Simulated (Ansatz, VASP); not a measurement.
## KMgPd3: VASP beside Ansatz

The input INCAR:

```
SYSTEM = KMgPd3
  ALGO = Normal
  EDIFF = 1E-7
  EDIFFG = -0.04
  ENCUT = 600
  GGA = PE
  GGA_COMPAT = .FALSE.
  IBRION = 2
  ISIF = 3
  ISMEAR = 0
  LASPH = .TRUE.
  LCHARG = .FALSE.
  LREAL = .FALSE.
  LWAVE = .FALSE.
  NELM = 120
  NELMIN = 4
  NSW = 90
  PREC = Accurate
  SIGMA = 0.1
```

The input KPOINTS:

```
k-points
0
G
  4 4 4
  0 0 0
```

The input POSCAR:

```
KMgPd3
1.0
    4.2936964100      0.0000000000      0.0000000000
    0.0000000000      4.2936964100      0.0000000000
    0.0000000000      0.0000000000      4.2936964100
K Mg Pd
1 1 3
Direct
    0.5000000000      0.5000000000      0.5000000000
    0.0000000000      0.0000000000      0.0000000000
    0.5000000000      0.0000000000      0.0000000000
    0.0000000000      0.5000000000      0.0000000000
    0.0000000000      0.0000000000      0.5000000000
```

Input for Ansatz:

```yaml
crystal:
  lattice:
    - [4.29369641, 0.0, 0.0]
    - [0.0, 4.29369641, 0.0]
    - [0.0, 0.0, 4.29369641]
  atoms:
    - { symbol: K, position: [0.5, 0.5, 0.5] }
    - { symbol: Mg, position: [0.0, 0.0, 0.0] }
    - { symbol: Pd, position: [0.5, 0.0, 0.0] }
    - { symbol: Pd, position: [0.0, 0.5, 0.0] }
    - { symbol: Pd, position: [0.0, 0.0, 0.5] }
basis:
  ecutwfc: 420
kpoints:
  mp_grid: { grid: [4, 4, 4] }
hamiltonian:
  xc: pbe
scf:
  occupations: { method: gaussian, width: 0.1 }
  lower_state_search: "off"
output:
  forces: true
  stress: true
  eigenvalues: true
relax:
  adjacent_minimum: "off"
  f_tol: 0.04
  max_steps: 70
  cell: { stress_tol: 0.4 }
```

Change from the starting cell: species swapped into the KTaO3 type (Pm-3m, No. 221).

Alike in both runs: task relaxation of cell and atoms; functional PBE; k mesh 4 × 4 × 4; occupations gaussian, width 0.1 eV; no spin polarisation.

|  | VASP | Ansatz |
| --- | --- | --- |
| version | VASP 6.6.1 | Ansatz 0.2.0 |
| potentials or method | VASP PAW PBE potentials, release 64 (K_sv, Mg, Pd), cutoff 600 eV | scalar-relativistic, plane waves, PAW |
| valence electrons in the cell | 41 | 73 |

Ansatz gave:

```
gap on the k mesh at the Fermi level, each at its own relaxed structure (eV) : none
relaxed volume (Å³/atom)                                                     : 23.21
relaxed cell length with the largest relative difference (Å)                 : 4.877
```

**Question.** Which values does VASP return?

**Answer.** gap on the k mesh at the Fermi level, each at its own relaxed structure (eV): none; relaxed volume (Å³/atom): 23.32; relaxed cell length with the largest relative difference (Å): 4.886.

A gap of «none» marks a metal or a gap that the smearing closes. VASP's potentials hold 41 valence electrons a cell and Ansatz's 73, so a difference there can come from the potentials and not from the codes.

The k mesh is coarse, so the values compare programs but aren't converged. Noted on VASP's run: the volume moved by over 15 % at a fixed basis, so the end points are rough.
